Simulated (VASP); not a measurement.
# Li (P6_3/mmc) in VASP: further runs

The runs below take Li through electric field gradients, density of states, with PBEsol.

Program: VASP 6.6.1. These are calculated values, not measurements. Logs are shortened: lines on timing, memory, paths and dates and some standing lists are left out, and cuts for length are marked.

## (1) The cell of the first run

The structure is hexagonal, space group P6_3/mmc (No. 194). Conventional cell: a = 3.111 Å, b = 3.111 Å, c = 5.093 Å, α = 90.00°, β = 90.00°, γ = 120.00°. Li (site symmetry -6m2) has 12 Li at 3.11 to 3.12 Å within 4.1 Å.

## (2) Electric field gradients, PBEsol

Contents of INCAR:

```
PREC = Accurate
ENCUT = 520
EDIFF = 1E-8
ISMEAR = -1
SIGMA = 0.03
LREAL = False
LASPH = True
NELM = 60
ALGO = Normal
ISIF = 2
LWAVE = False
LCHARG = False
GGA = PS
LEFG = True
NBANDS = 10
```

Contents of KPOINTS:

```
regular mesh
0
Gamma
  15 15 8
```

Contents of POSCAR:

```
Li
1.0
    3.1110021516      0.0000000000      0.0000000000
   -1.5555010758      2.6942068945      0.0000000000
    0.0000000000      0.0000000000      5.0930000000
Li
2
Direct
    0.3333333333      0.6666666667      0.2500000000
    0.6666666667      0.3333333333      0.7500000000
```

Potentials or basis: VASP PAW PBE potentials, release 64 (Li_sv).

Run with:

```sh
$ cat potpaw_PBE.64/Li_sv/POTCAR > POTCAR
$ mpirun -np 1 vasp_std > vasp.out
```

OUTCAR:

```text
PREC = Accurate
   ENCUT = 520
   EDIFF = 1E-8
   ISMEAR = -1
   LREAL = False
   LASPH = True
   NELM = 60
   ISIF = 2
   GGA = PS

 ion  position               nearest neighbor table
   1  0.333  0.667  0.250-
   2  0.667  0.333  0.750-

  LATTYP: Found a hexagonal cell.
 ALAT       =     3.1110021516
 C/A-ratio  =     1.6370930497

  Lattice vectors:

 A1 = (   3.1110021516,   0.0000000000,   0.0000000000)
 A2 = (  -1.5555010758,   2.6942068945,   0.0000000000)
 A3 = (   0.0000000000,   0.0000000000,   5.0930000000)

Analysis of symmetry for initial positions (statically):
=====================================================================
 Subroutine PRICEL returns:
 Original cell was already a primitive cell.

 Routine SETGRP: Setting up the symmetry group for a
 hexagonal supercell.

 Subroutine GETGRP returns: Found 24 space group operations
 (whereof 12 operations were pure point group operations)
 out of a pool of 24 trial point group operations.

The static configuration has the point symmetry D_3d.
 The point group associated with its full space group is D_6h.

Analysis of symmetry for dynamics (positions and initial velocities):
=====================================================================
 Subroutine PRICEL returns:
 Original cell was already a primitive cell.

 Routine SETGRP: Setting up the symmetry group for a
 hexagonal supercell.

 Subroutine GETGRP returns: Found 24 space group operations
 (whereof 12 operations were pure point group operations)
 out of a pool of 24 trial point group operations.

The dynamic configuration has the point symmetry D_3d.
 The point group associated with its full space group is D_6h.

 Subroutine INISYM returns: Found 24 space group operations
 (whereof 12 operations are pure point group operations),
 and found     1 'primitive' translations

----------------------------------------------------------------------------------------

                                     Primitive cell

  volume of cell :      42.6879

  direct lattice vectors                    reciprocal lattice vectors
     3.111002152  0.000000000  0.000000000     0.321439829  0.185583372  0.000000000
    -1.555501076  2.694206895  0.000000000     0.000000000  0.371166744  0.000000000
     0.000000000  0.000000000  5.093000000     0.000000000  0.000000000  0.196347929

  length of vectors
     3.111002152  3.111002152  5.093000000     0.371166744  0.371166744  0.196347929

  position of ions in fractional coordinates (direct lattice)
     0.333333333  0.666666667  0.250000000
     0.666666667  0.333333333  0.750000000

  ion indices of the primitive-cell ions
   primitive index   ion index
                 1           1
                 2           2

----------------------------------------------------------------------------------------

 KPOINTS: regular mesh

Automatic generation of k-mesh.
 Grid dimensions read from file:
 generate k-points for:   15   15    8

 Generating k-lattice:

  Cartesian coordinates                     Fractional coordinates (reciprocal lattice)
     0.021429322  0.012372225  0.000000000     0.066666667  0.000000000  0.000000000
     0.000000000  0.024744450  0.000000000     0.000000000  0.066666667  0.000000000
     0.000000000  0.000000000  0.024543491     0.000000000  0.000000000  0.125000000

  Length of vectors
     0.024744450  0.024744450  0.024543491

  Shift w.r.t. Gamma in fractional coordinates (k-lattice)
     0.000000000  0.000000000  0.000000000

 Subroutine IBZKPT returns following result:
 ===========================================

 Found    135 irreducible k-points:

 Following reciprocal coordinates:
            Coordinates               Weight
  0.000000  0.000000  0.000000      1.000000
  0.066667  0.000000  0.000000      6.000000
  0.133333 -0.000000  0.000000      6.000000
  0.200000 -0.000000  0.000000      6.000000
  0.266667 -0.000000  0.000000      6.000000
  0.333333 -0.000000  0.000000      6.000000
[... 16 lines left out ...]
  0.333333  0.200000  0.000000     12.000000
  0.400000  0.200000  0.000000      6.000000
 [... further k-points ...]
   k-points           NKPTS =    135   k-points in BZ     NKDIM =    135   number of bands    NBANDS=     10
   number of dos      NEDOS =    301   number of ions     NIONS =      2
   total plane-waves  NPLWV =  23040
   dimension x,y,z NGX =    24 NGY =   24 NGZ =   40
   dimension x,y,z NGXF=    48 NGYF=   48 NGZF=   80
   ions per type =               2
   NGX,Y,Z   is equivalent  to a cutoff of  12.83, 12.83, 13.06 a.u.
   NGXF,Y,Z  is equivalent  to a cutoff of  25.65, 25.65, 26.11 a.u.
 SYSTEM =  unknown system
   PREC   = accura    normal or accurate (medium, high low for compatibility)
   ISTART =      0    job   : 0-new  1-cont  2-samecut
   ICHARG =      2    charge: 1-file 2-atom 10-const
   ISPIN  =      1    spin polarized calculation?
   LNONCOLLINEAR =      F non collinear calculations
   LSORBIT =      F    spin-orbit coupling
   LASPH  =      T    aspherical Exc in radial PAW
   ENCUT  =  520.0 eV  38.22 Ry    6.18 a.u.   5.78  5.78  9.47*2*pi/ulx,y,z
   NELM   =     60;   NELMIN=  2; NELMDL= -5     # of ELM steps
   EDIFF  = 0.1E-07   stopping-criterion for ELM
   LREAL  =      F    real-space projection
   EDIFFG = 0.1E-06   stopping-criterion for IOM
   NSW    =      0    number of steps for IOM
   IBRION =     -1    ionic relax: 0-MD 1-quasi-New 2-CG
   NFREE  =      0    steps in history (QN), initial steepest desc. (CG)
   ISIF   =      2    stress and relaxation
   ISYM   =      2    0-nonsym 1-usesym 2-fastsym
   POTIM  = 0.5000    time-step for ionic-motion
   TEBEG  =    0.0;   TEEND  =   0.0 temperature during run
   PSTRESS=    0.0 pullay stress
   NELECT =       6.0000    total number of electrons
   NUPDOWN=      -1.0000    fix difference up-down
   EMIN   =  10.00;   EMAX   =-10.00  energy-range for DOS
   EFERMI =   0.00;   METHOD = LEGACY
   ISMEAR =    -1;   SIGMA  =   0.03  broadening in eV -4-tet -1-fermi 0-gaus
   EFERMI_NEDOS =   21; number of points for ismear=-14 and -15
   IALGO  =     38    algorithm
   IMIX   =      4    mixing-type and parameters
     AMIX     =   0.40;   BMIX     =  1.00
     AMIX_MAG =   1.60;   BMIX_MAG =  1.00
  volume/ion in A,a.u.               =      21.34       144.04
  Fermi-wavevector in a.u.,A,eV,Ry     =   0.851184  1.608505  9.857621  0.724515
  Thomas-Fermi vector in A             =   1.967278
   LORBIT       =      0    0 simple, 1 ext, 2 COOP (PROOUT), +10 PAW based schemes
   GGA     = PS    functional components
   LHFCALC =     F    Hartree Fock is set to
   AEXX    =    0.0000 exact exchange contribution
   IVDW    =     0    specifies the selected vdW correction
   LEPSILON=     F    determine dielectric tensor
   LRPA    =     F    only Hartree local field effects (RPA)
 non-spin polarized calculation
  energy-cutoff  :      520.00
  volume of cell :       42.69
 maximum number of plane-waves:      1182
 NGX is ok and might be reduce to    24
   NGX = 11   NGY = 11   NGZ = 19

 number of electron       5.9999990 magnetization

 Free energy of the ion-electron system (eV)
  ---------------------------------------------------
  ext. energy  EPLUGINS =         0.00000000
  ---------------------------------------------------
  free energy    TOTEN  =        -3.93043400 eV

  energy without entropy =       -3.92716379  energy(sigma->0) =       -3.92879890

 E-fermi :   0.4900     XC(G=0):  -6.8929

 val. band max:        0.4858394994   @ k =   0.4667   0.0667   0.0000
 cond. band min:       0.4955002700   @ k =   0.4000  -0.0000   0.5000
 fundamental gap:      0.0096607706
 Fermi energy:         0.4899547793

 k-point     1 :       0.0000    0.0000    0.0000
  band No.  band energies     occupation
      1     -45.5144      2.00000
      2     -45.4992      2.00000
      3      -3.0006      2.00000
      4       0.4782      1.19391
      5       3.2361      0.00000
      6      12.5485      0.00000
      7      12.5485      0.00000
      8      13.8982      0.00000
      9      13.8983      0.00000
     10      14.4261      0.00000

 k-point     2 :       0.0667    0.0000    0.0000
  band No.  band energies     occupation
      1     -45.5139      2.00000
      2     -45.4989      2.00000
      3      -2.9314      2.00000
      4       0.5685      0.13609
      5       3.2653      0.00000
      6      11.7861      0.00000
      7      12.0235      0.00000
      8      13.8749      0.00000
      9      14.2252      0.00000
     10      14.3567      0.00000

 k-point     3 :       0.1333   -0.0000    0.0000
  band No.  band energies     occupation
      1     -45.5122      2.00000
      2     -45.4981      2.00000
      3      -2.7232      2.00000
      4       0.8391      0.00002
      5       3.3468      0.00000
      6      10.2386      0.00000
      7      11.1717      0.00000
      8      13.7716      0.00000
      9      13.9825      0.00000
     10      14.3446      0.00000

 k-point     4 :       0.2000   -0.0000    0.0000
  band No.  band energies     occupation
      1     -45.5097      2.00000
      2     -45.4969      2.00000
      3      -2.3759      2.00000
      4       1.2894      0.00000
      5       3.4564      0.00000
      6       8.6071      0.00000
      7      10.3761      0.00000
      8      12.8769      0.00000
      9      12.9631      0.00000
     10      13.8561      0.00000
[... 222 lines left out ...]
 k-point    22 :       0.2667    0.2000    0.0000
  band No.  band energies     occupation
      1     -45.5002      2.00000
      2     -45.4941      2.00000
      3      -0.4261      2.00000
      4       3.4630      0.00000
      5       3.7814      0.00000
      6       4.8525      0.00000
      7       6.9574      0.00000
      8       9.0159      0.00000
      9      10.8086      0.00000
     10      11.0835      0.00000

 k-point    23 :       0.3333    0.2000    0.0000
  band No.  band energies     occupation
      1     -45.4981      2.00000
      2     -45.4941      2.00000
      3       0.3788      1.95203
      4       2.6219      0.00000
      5       4.6536      0.00000
      6       4.8052      0.00000
      7       6.6366      0.00000
      8       7.6113      0.00000
      9      10.3149      0.00000
     10      10.6816      0.00000

 k-point    24 :       0.4000    0.2000    0.0000
  band No.  band energies     occupation
      1     -45.4973      2.00000
      2     -45.4943      2.00000
      3       0.9947      0.00000
      4       1.9272      0.00000
      5       4.6668      0.00000
      6       5.6237      0.00000
      7       6.5201      0.00000
      8       6.6503      0.00000
      9      10.1382      0.00000
     10      10.5619      0.00000

 [... further k-points ...]
[... 5 lines left out ...]
  --------------------------------------------------------------------------------------
  -------------------------------------------------------------------------------------
  Total       -0.2057317     -0.2057317     -0.2009628      0.0000000      0.0000000      0.0000000
  in kB       -7.7215934     -7.7215934     -7.5426045      0.0000000      0.0000000      0.0000000
  external PRESSURE =      -7.6619304 kB  Pullay stress =       0.0000000 kB

 VOLUME and BASIS-vectors are now :
 -----------------------------------------------------------------------------
  energy-cutoff  :      520.00
  volume of cell :       42.69
      direct lattice vectors                 reciprocal lattice vectors
     3.111002152  0.000000000  0.000000000     0.321439829  0.185583372  0.000000000
    -1.555501076  2.694206895  0.000000000     0.000000000  0.371166744  0.000000000
     0.000000000  0.000000000  5.093000000     0.000000000  0.000000000  0.196347929

 POSITION                                       TOTAL-FORCE (eV/Angst)
 -----------------------------------------------------------------------------------
     -0.00000      1.79614      1.27325         0.000000      0.000000      0.000000
      1.55550      0.89807      3.81975        -0.000000     -0.000000      0.000000
 -----------------------------------------------------------------------------------
    total drift:                               -0.000000      0.000000      0.000000

  FREE ENERGIE OF THE ION-ELECTRON SYSTEM (eV)
  ---------------------------------------------------
  free  energy   TOTEN  =        -3.9304340005 eV

  energy  without entropy=       -3.9271637947  energy(sigma->0) =       -3.92879890

 Electric field gradients (V/A^2)
---------------------------------------------------------------------
 ion       V_xx      V_yy      V_zz      V_xy      V_xz      V_yz
---------------------------------------------------------------------
   1       0.008     0.007    -0.015    -0.001     0.000    -0.000
   2       0.008     0.007    -0.015    -0.001    -0.000     0.000
---------------------------------------------------------------------

 Electric field gradients after diagonalization (V/A^2)
 (convention: |V_zz| > |V_xx| > |V_yy|)
----------------------------------------------------------------------
 ion       V_xx      V_yy      V_zz     asymmetry (V_yy - V_xx)/ V_zz
----------------------------------------------------------------------
   1       0.009     0.006    -0.015       0.180
   2       0.009     0.006    -0.015       0.180
----------------------------------------------------------------------

           NMR quadrupolar parameters

 Cq : quadrupolar parameter    Cq=e*Q*V_zz/h
 eta: asymmetry parameters     (V_yy - V_xx)/ V_zz
 Q  : nuclear electric quadrupole moment in mb (millibarn)
----------------------------------------------------------------------
 ion       Cq(MHz)       eta       Q (mb)
----------------------------------------------------------------------
   1      -0.000       0.180       1.000
   2      -0.000       0.180       1.000
----------------------------------------------------------------------
```

Run time: 47 s. Hardware: 1 thread of AMD EPYC 7R43 (Zen 3), shared host; peak memory 0.14 GiB.

Results:

- Free energy: -3.9304 eV
- Band gap on the k mesh: zero (band 3 reaches 2.60 eV, above the bottom of band 4 at -1.91 eV)

Caveat: the cutoff is under 1.25 times the usual one of these potentials, so pressure, stress and relaxed cells hold a basis-set (Pulay) error; without QUAD_EFG the Cq values of the log hold for a quadrupole moment of 1 mb, not for the nuclei; the PAW data sets were made with another functional, which shifts forces and pressure a little.

[end of part 1 of 2]
